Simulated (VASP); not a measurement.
Write the native input for VASP 6.6.1 that does the following.

```yaml
Task: single point
Functional: r2SCAN
Potentials_or_basis: VASP PAW PBE potentials, release 64 (Mg, O)
Cutoff: 520 eV
k_mesh: 6 × 6 × 6
Occupations: gaussian, width 0.02 eV
Spin: no spin polarisation
Dipole_correction: no
Further_INCAR_settings: ALGO = Normal; EDIFF = 1e-06; NBANDS = 40
```

MgO2:

```xyz
12
Lattice="4.9290 0.0000 0.0000 0.0000 4.9290 0.0000 0.0000 0.0000 4.9290" Properties=species:S:1:pos:R:3 pbc="T T T"
Mg    0.0000    2.4645    2.4645
Mg    2.4645    2.4645    0.0000
Mg    2.4645    0.0000    2.4645
Mg    0.0000    0.0000    0.0000
O     2.0317    0.4328    4.4962
O     0.4328    4.4962    2.0317
O     4.4962    2.0317    0.4328
O     2.8972    2.8972    2.8972
O     2.0317    2.0317    2.0317
O     0.4328    2.8972    4.4962
O     4.4962    0.4328    2.8972
O     2.8972    4.4962    0.4328
```

This cell differs from its parent crystal: volume scaled by 1.06, then relaxed in part.

These files were run (other wordings do the same):

POSCAR

```
MgO2
1.0
    4.9289851592      0.0000000000      0.0000000000
    0.0000000000      4.9289851592      0.0000000000
    0.0000000000      0.0000000000      4.9289851592
Mg O
4 8
Direct
    0.0000000000      0.5000000000      0.5000000000
    0.5000000000      0.5000000000      0.0000000000
    0.5000000000      0.0000000000      0.5000000000
    0.0000000000      0.0000000000      0.0000000000
    0.4122029905      0.0877970095      0.9122029905
    0.0877970095      0.9122029905      0.4122029905
    0.9122029905      0.4122029905      0.0877970095
    0.5877970095      0.5877970095      0.5877970095
    0.4122029905      0.4122029905      0.4122029905
    0.0877970095      0.5877970095      0.9122029905
    0.9122029905      0.0877970095      0.5877970095
    0.5877970095      0.9122029905      0.0877970095
```

INCAR.step1

```
PREC = Accurate
ENCUT = 520
ISMEAR = 0
SIGMA = 0.02
LREAL = F
LASPH = T
NELM = 80
NBANDS = 40
GGA = PE
ALGO = Normal
EDIFF = 1E-4
LWAVE = T
LCHARG = F
```

INCAR.step2

```
PREC = Accurate
ENCUT = 520
EDIFF = 1E-6
ISMEAR = 0
SIGMA = 0.02
LREAL = F
LASPH = T
NELM = 80
ALGO = Normal
ISIF = 2
LWAVE = F
LCHARG = T
METAGGA = R2SCAN
LMIXTAU = T
LELF = T
LVHAR = T
NBANDS = 40
ISTART = 1
```

KPOINTS

```
regular mesh
0
Gamma
  6 6 6
```

Potentials or basis: VASP PAW PBE potentials, release 64 (Mg, O).

Command:

```sh
$ cat potpaw_PBE.64/Mg/POTCAR potpaw_PBE.64/O/POTCAR > POTCAR
$ cp INCAR.step1 INCAR
$ mpirun -np 1 vasp_std > vasp.out
$ cp INCAR.step2 INCAR
$ mpirun -np 1 vasp_std > vasp.out
```

Results of the run:

The pressure is -7.7 GPa. The largest force is 0.258 eV/Å and the band gap on the k mesh is 4.47 eV, indirect (least direct gap 4.58 eV).

Caveat: the PAW data sets were made with another functional, which shifts forces and pressure a little.

Run time: 5.5 min on 1 thread of Intel(R) Xeon(R) Platinum 8488C (Sapphire Rapids), on a shared host, peak memory 0.3 GiB.
